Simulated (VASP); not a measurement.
# Pt (I4/mmm) in VASP: a series of runs

Runs on Pt. Level: PBE. Tasks: single point.

Everything below comes from runs of VASP 6.6.1. Logs are shortened: lines on timing, memory, paths and dates and some standing lists are left out, and cuts for length are marked.

### Step 1. The cell of the first run

The structure is tetragonal, space group I4/mmm (No. 139). Conventional cell: a = 2.948 Å, b = 2.948 Å, c = 3.871 Å, α = 90.00°, β = 90.00°, γ = 90.00°. Pt (site symmetry 4/mmm) has 12 Pt at 2.84 to 2.95 Å within 3.7 Å.

### Step 2. Single point, PBE (strain +0.050 along x and y, -0.025 along z)

Input file INCAR:

```
SYSTEM = Pt
ALGO = Fast ; EDIFF = 1E-6
ENCUT = 520 ; GGA = PE
ISIF = 2 ; ISMEAR = 0
LASPH = .True. ; LCHARG = .False.
LREAL = .False. ; LWAVE = .False.
NBANDS = 11 ; NELM = 60
PREC = Accurate ; SIGMA = 0.15
```

Input file KPOINTS:

```
k-points
0
Gamma
  26 26 26
  0 0 0
```

Input file POSCAR:

```
Pt
1.0
    0.0000000000      2.0843078071      1.9354286780
    2.0843078071      0.0000000000      1.9354286780
    2.0843078071      2.0843078071      0.0000000000
Pt
1
Direct
    0.0000000000      0.0000000000      0.0000000000
```

Potentials or basis: VASP PAW PBE potentials, release 64 (Pt).

Run with:

```bash
$ cat potpaw_PBE.64/Pt/POTCAR > POTCAR
$ mpirun -np 1 vasp_std > vasp.out
```

OUTCAR:

```text
SYSTEM = Pt
   EDIFF = 1E-6
   ENCUT = 520
   GGA = PE
   ISIF = 2
   ISMEAR = 0
   LASPH = .True.
   LREAL = .False.
   NELM = 60
   PREC = Accurate

 ion  position               nearest neighbor table
   1  0.000  0.000  0.000-

  LATTYP: Found a body centered tetragonal cell.
 ALAT       =     2.9476563690
 C/A-ratio  =     1.3131983079

  Lattice vectors:

 A1 = (   0.0000000000,  -2.0843078071,  -1.9354286780)
 A2 = (   0.0000000000,   2.0843078071,  -1.9354286780)
 A3 = (   2.0843078071,   0.0000000000,   1.9354286780)

Analysis of symmetry for initial positions (statically):
=====================================================================
 Subroutine PRICEL returns:
 Original cell was already a primitive cell.

 Routine SETGRP: Setting up the symmetry group for a
 body centered tetragonal supercell.

 Subroutine GETGRP returns: Found 16 space group operations
 (whereof 16 operations were pure point group operations)
 out of a pool of 16 trial point group operations.

The static configuration has the point symmetry D_4h.

Analysis of symmetry for dynamics (positions and initial velocities):
=====================================================================
 Subroutine PRICEL returns:
 Original cell was already a primitive cell.

 Routine SETGRP: Setting up the symmetry group for a
 body centered tetragonal supercell.

 Subroutine GETGRP returns: Found 16 space group operations
 (whereof 16 operations were pure point group operations)
 out of a pool of 16 trial point group operations.

The dynamic configuration has the point symmetry D_4h.

 Subroutine INISYM returns: Found 16 space group operations
 (whereof 16 operations are pure point group operations),
 and found     1 'primitive' translations

----------------------------------------------------------------------------------------

                                     Primitive cell

  volume of cell :      16.8163

  direct lattice vectors                    reciprocal lattice vectors
     0.000000000  2.084307807  1.935428678    -0.239887793  0.239887793  0.258340700
     2.084307807  0.000000000  1.935428678     0.239887793 -0.239887793  0.258340700
     2.084307807  2.084307807  0.000000000     0.239887793  0.239887793 -0.258340700

  length of vectors
     2.844331767  2.844331767  2.947656369     0.426417898  0.426417898  0.426417898

  position of ions in fractional coordinates (direct lattice)
     0.000000000  0.000000000  0.000000000

  ion indices of the primitive-cell ions
   primitive index   ion index
                 1           1

----------------------------------------------------------------------------------------

 KPOINTS: k-points

Automatic generation of k-mesh.
 Grid dimensions read from file:
 generate k-points for:   26   26   26

 Generating k-lattice:

  Cartesian coordinates                     Fractional coordinates (reciprocal lattice)
    -0.009226454  0.009226454  0.009936181     0.038461538  0.000000000  0.000000000
     0.009226454 -0.009226454  0.009936181     0.000000000  0.038461538  0.000000000
     0.009226454  0.009226454 -0.009936181     0.000000000  0.000000000  0.038461538

  Length of vectors
     0.016400688  0.016400688  0.016400688

  Shift w.r.t. Gamma in fractional coordinates (k-lattice)
     0.000000000  0.000000000  0.000000000

 Subroutine IBZKPT returns following result:
 ===========================================

 Found   1330 irreducible k-points:

 Following reciprocal coordinates:
            Coordinates               Weight
  0.000000  0.000000  0.000000      1.000000
  0.038462 -0.000000  0.000000      8.000000
  0.076923 -0.000000  0.000000      8.000000
  0.115385  0.000000  0.000000      8.000000
  0.153846  0.000000  0.000000      8.000000
  0.192308  0.000000  0.000000      8.000000
[... 16 lines left out ...]
  0.346154  0.038462  0.000000      8.000000
  0.384615  0.038462  0.000000      8.000000
 [... further k-points ...]
   k-points           NKPTS =   1330   k-points in BZ     NKDIM =   1330   number of bands    NBANDS=     11
   number of dos      NEDOS =    301   number of ions     NIONS =      1
   total plane-waves  NPLWV =  13824
   dimension x,y,z NGX =    24 NGY =   24 NGZ =   24
   dimension x,y,z NGXF=    48 NGYF=   48 NGZF=   48
   ions per type =               1
   NGX,Y,Z   is equivalent  to a cutoff of  14.03, 14.03, 13.54 a.u.
   NGXF,Y,Z  is equivalent  to a cutoff of  28.06, 28.06, 27.07 a.u.
 SYSTEM =  Pt
   PREC   = accura    normal or accurate (medium, high low for compatibility)
   ISTART =      0    job   : 0-new  1-cont  2-samecut
   ICHARG =      2    charge: 1-file 2-atom 10-const
   ISPIN  =      1    spin polarized calculation?
   LNONCOLLINEAR =      F non collinear calculations
   LSORBIT =      F    spin-orbit coupling
   LASPH  =      T    aspherical Exc in radial PAW
   ENCUT  =  520.0 eV  38.22 Ry    6.18 a.u.   5.29  5.29  5.48*2*pi/ulx,y,z
   NELM   =     60;   NELMIN=  2; NELMDL= -5     # of ELM steps
   EDIFF  = 0.1E-05   stopping-criterion for ELM
   LREAL  =      F    real-space projection
   EDIFFG = 0.1E-04   stopping-criterion for IOM
   NSW    =      0    number of steps for IOM
   IBRION =     -1    ionic relax: 0-MD 1-quasi-New 2-CG
   NFREE  =      0    steps in history (QN), initial steepest desc. (CG)
   ISIF   =      2    stress and relaxation
   ISYM   =      2    0-nonsym 1-usesym 2-fastsym
   POTIM  = 0.5000    time-step for ionic-motion
   TEBEG  =    0.0;   TEEND  =   0.0 temperature during run
   PSTRESS=    0.0 pullay stress
   NELECT =      10.0000    total number of electrons
   NUPDOWN=      -1.0000    fix difference up-down
   EMIN   =  10.00;   EMAX   =-10.00  energy-range for DOS
   EFERMI =   0.00;   METHOD = LEGACY
   ISMEAR =     0;   SIGMA  =   0.15  broadening in eV -4-tet -1-fermi 0-gaus
   EFERMI_NEDOS =   21; number of points for ismear=-14 and -15
   IALGO  =     68    algorithm
   IMIX   =      4    mixing-type and parameters
     AMIX     =   0.40;   BMIX     =  1.00
     AMIX_MAG =   1.60;   BMIX_MAG =  1.00
  volume/ion in A,a.u.               =      16.82       113.48
  Fermi-wavevector in a.u.,A,eV,Ry     =   1.376674  2.601537 25.786199  1.895232
  Thomas-Fermi vector in A             =   2.501897
   LORBIT       =      0    0 simple, 1 ext, 2 COOP (PROOUT), +10 PAW based schemes
   GGA     = PE    functional components
   LHFCALC =     F    Hartree Fock is set to
   AEXX    =    0.0000 exact exchange contribution
   IVDW    =     0    specifies the selected vdW correction
   LEPSILON=     F    determine dielectric tensor
   LRPA    =     F    only Hartree local field effects (RPA)
 non-spin polarized calculation
 RMM-DIIS sequential band-by-band and
 Gauss-broadening in eV      SIGMA  =   0.15
  energy-cutoff  :      520.00
  volume of cell :       16.82
 maximum number of plane-waves:       475
 NGX is ok and might be reduce to    24
   NGX = 11   NGY = 11   NGZ = 11

 number of electron      10.0000000 magnetization

 number of electron       9.9999999 magnetization

 Free energy of the ion-electron system (eV)
  ---------------------------------------------------
  ext. energy  EPLUGINS =         0.00000000
  ---------------------------------------------------
  free energy    TOTEN  =        -6.03951835 eV

  energy without entropy =       -6.01522706  energy(sigma->0) =       -6.02737270

 E-fermi :   9.2661     XC(G=0): -12.8421

 val. band max:        9.2654612556   @ k =  -0.4231   0.0769   0.3846
 cond. band min:       9.2662368424   @ k =  -0.4231   0.3462   0.0000
 fundamental gap:      0.0007755868
 Fermi energy:         9.2661162354

 k-point     1 :       0.0000    0.0000    0.0000
  band No.  band energies     occupation
      1       0.2454      2.00000
      2       5.9106      2.00000
      3       5.9106      2.00000
      4       6.6202      2.00000
      5       7.4914      2.00000
      6       8.2814      2.00000
      7      24.2558      0.00000
      8      28.0087      0.00000
      9      28.0087      0.00000
     10      29.6229      0.00000
     11      33.6071      0.00000

 k-point     2 :       0.0385   -0.0000    0.0000
  band No.  band energies     occupation
      1       0.2994      2.00000
      2       5.9071      2.00000
      3       5.9310      2.00000
      4       6.6211      2.00000
      5       7.4858      2.00000
      6       8.2661      2.00000
      7      24.3318      0.00000
      8      27.8488      0.00000
      9      28.0839      0.00000
     10      29.4990      0.00000
     11      33.9717      0.00000

 k-point     3 :       0.0769   -0.0000    0.0000
  band No.  band energies     occupation
      1       0.4595      2.00000
      2       5.8917      2.00000
      3       5.9873      2.00000
      4       6.6303      2.00000
      5       7.4746      2.00000
      6       8.2241      2.00000
      7      24.5471      0.00000
      8      27.2725      0.00000
      9      28.3057      0.00000
     10      29.4505      0.00000
     11      34.6170      0.00000

 k-point     4 :       0.1154    0.0000    0.0000
  band No.  band energies     occupation
      1       0.7192      2.00000
      2       5.8565      2.00000
      3       6.0637      2.00000
      4       6.6602      2.00000
      5       7.4756      2.00000
      6       8.1674      2.00000
      7      24.8541      0.00000
      8      26.3561      0.00000
      9      28.6629      0.00000
     10      29.6766      0.00000
     11      34.0684      0.00000

 k-point     5 :       0.1538    0.0000    0.0000
  band No.  band energies     occupation
      1       1.0660      2.00000
      2       5.8065      2.00000
      3       6.1327      2.00000
      4       6.7113      2.00000
      5       7.5181      2.00000
      6       8.1161      2.00000
      7      24.9798      0.00000
      8      25.4736      0.00000
      9      29.1344      0.00000
     10      30.0815      0.00000
     11      32.9178      0.00000
[... 211 lines left out ...]
 k-point    21 :       0.2692    0.0385    0.0000
  band No.  band energies     occupation
      1       2.2794      2.00000
      2       5.8565      2.00000
      3       6.1367      2.00000
      4       6.7582      2.00000
      5       8.0667      2.00000
      6       8.1838      2.00000
      7      21.6621      0.00000
      8      25.4212      0.00000
      9      29.3163      0.00000
     10      31.7168      0.00000
     11      31.9835      0.00000

 k-point    22 :       0.3077    0.0385    0.0000
  band No.  band energies     occupation
      1       2.6389      2.00000
      2       6.0619      2.00000
      3       6.0883      2.00000
      4       6.7202      2.00000
      5       8.2586      2.00000
      6       8.4838      2.00000
      7      20.2377      0.00000
      8      25.0496      0.00000
      9      28.8791      0.00000
     10      31.4298      0.00000
     11      32.4891      0.00000

 k-point    23 :       0.3462    0.0385    0.0000
  band No.  band energies     occupation
      1       2.8823      2.00000
      2       5.9770      2.00000
      3       6.5050      2.00000
      4       6.6635      2.00000
      5       8.5177      2.00000
      6       8.7932      1.99999
      7      18.7894      0.00000
      8      24.6248      0.00000
      9      28.2165      0.00000
     10      30.5929      0.00000
     11      33.3794      0.00000

 k-point    24 :       0.3846    0.0385    0.0000
  band No.  band energies     occupation
      1       3.0123      2.00000
      2       5.8957      2.00000
      3       6.5602      2.00000
      4       7.1214      2.00000
      5       8.8239      1.99997
      6       9.0792      1.92201
      7      17.3713      0.00000
      8      24.2395      0.00000
      9      27.5642      0.00000
     10      29.7853      0.00000
     11      33.8069      0.00000

 [... further k-points ...]

------------------------ aborting loop because EDIFF is reached ----------------------------------------

  FORCE on cell =-STRESS in cart. coord.  units (eV):
  Direction    XX          YY          ZZ          XY          YZ          ZX
  --------------------------------------------------------------------------------------
  -------------------------------------------------------------------------------------
  Total       -1.6432674     -1.6432674     -1.3043045      0.0000000      0.0000000     -0.0000000
  in kB     -156.5625711   -156.5625711   -124.2678261      0.0000000      0.0000000     -0.0000000
  external PRESSURE =    -145.7976561 kB  Pullay stress =       0.0000000 kB

 VOLUME and BASIS-vectors are now :
 -----------------------------------------------------------------------------
  energy-cutoff  :      520.00
  volume of cell :       16.82
      direct lattice vectors                 reciprocal lattice vectors
     0.000000000  2.084307807  1.935428678    -0.239887793  0.239887793  0.258340700
     2.084307807  0.000000000  1.935428678     0.239887793 -0.239887793  0.258340700
     2.084307807  2.084307807  0.000000000     0.239887793  0.239887793 -0.258340700

 POSITION                                       TOTAL-FORCE (eV/Angst)
 -----------------------------------------------------------------------------------
      0.00000      0.00000      0.00000         0.000000     -0.000000      0.000000
 -----------------------------------------------------------------------------------
    total drift:                               -0.000000     -0.000000     -0.000000

  FREE ENERGIE OF THE ION-ELECTRON SYSTEM (eV)
  ---------------------------------------------------
  free  energy   TOTEN  =        -6.0395183481 eV

  energy  without entropy=       -6.0152270608  energy(sigma->0) =       -6.02737270
```

Wall time 66 s (1 thread of Intel Xeon 6975P-C (Granite Rapids), shared host); peak memory 0.36 GiB.

What came out:

* Free energy: -6.0395 eV
* Pressure: -14.6 GPa
* Band gap on the k mesh: zero (band 5 reaches 9.91 eV, above the bottom of band 6 at 7.79 eV)

Stress tensor (GPa, compression positive):
```
-15.66   0.00   0.00
  0.00 -15.66   0.00
  0.00   0.00 -12.43
```

Caveat: the cell differs from its parent crystal (strain +0.050 along x and y, -0.025 along z); spin-orbit coupling is left out, which moves the levels of the heavy elements.

### Step 3. Single point, PBE (strain +0.050 along x and y, +0.000 along z)

Input file INCAR:

```
SYSTEM = Pt
PREC     = Accurate       ! precision mode
ENCUT    = 520            ! plane-wave cutoff, eV
EDIFF    = 1E-7           ! SCF threshold, eV
ISMEAR   = 0              ! smearing method
SIGMA    = 0.15           ! smearing width, eV
LREAL    = .FALSE.        ! projectors in reciprocal space
LASPH    = .TRUE.         ! aspherical terms in the spheres
NELM     = 60             ! most SCF steps
ALGO     = Fast           ! electronic algorithm
ISIF     = 2              ! what is computed and relaxed
LWAVE    = .FALSE.        ! write WAVECAR
LCHARG   = .TRUE.         ! write CHGCAR
GGA      = PE             ! functional
LELF     = .TRUE.         ! ELF
LVHAR    = .TRUE.       
NBANDS   = 11             ! bands
```

Input file KPOINTS:

```
Automatic mesh
0
G
  26 26 26
  0 0 0
```

Input file POSCAR:

```
Pt
1.0
    0.0000000000      2.0843078071      1.9850550544
    2.0843078071      0.0000000000      1.9850550544
    2.0843078071      2.0843078071      0.0000000000
Pt
1
Direct
    0.0000000000      0.0000000000      0.0000000000
```

Potentials or basis: VASP PAW PBE potentials, release 64 (Pt).

Run with:

```bash
$ cat potpaw_PBE.64/Pt/POTCAR > POTCAR
$ mpirun -np 1 vasp_std > vasp.out
```

Wall time 74 s (1 thread of Intel Xeon 6975P-C (Granite Rapids), shared host); peak memory 0.37 GiB.

It converged, with:

| Quantity | Value |
| --- | --- |
| Free energy | -5.9999 eV |
| Pressure | -18.6 GPa |
| Band gap on the k mesh | zero (band 5 reaches 9.39 eV, above the bottom of band 6 at 7.45 eV) |

Stress tensor (GPa, compression positive):
```
-19.29   0.00   0.00
  0.00 -19.29   0.00
  0.00   0.00 -17.11
```

Levels at points of the mesh, in eV from the Fermi level:
```csv
k point,band 2,band 3,band 4,band 5,band 6,band 7,band 8,band 9
"(0.00, 0.00, 0.00)",-3.17,-3.17,-2.71,-1.57,-1.06,14.96,18.82,18.82
"(0.50, 0.00, 0.00)",-3.30,-2.83,-0.09,0.09,0.14,4.92,14.38,17.53
"(0.50, 0.50, 0.00)",-5.32,-0.01,0.40,0.40,2.64,8.29,10.42,10.42
"(0.50, 0.00, 0.50)",-5.31,-0.02,0.19,0.54,1.79,7.18,11.18,11.36
```

Caveat: the cell differs from its parent crystal (strain +0.050 along x and y, +0.000 along z); spin-orbit coupling is left out, which moves the levels of the heavy elements.
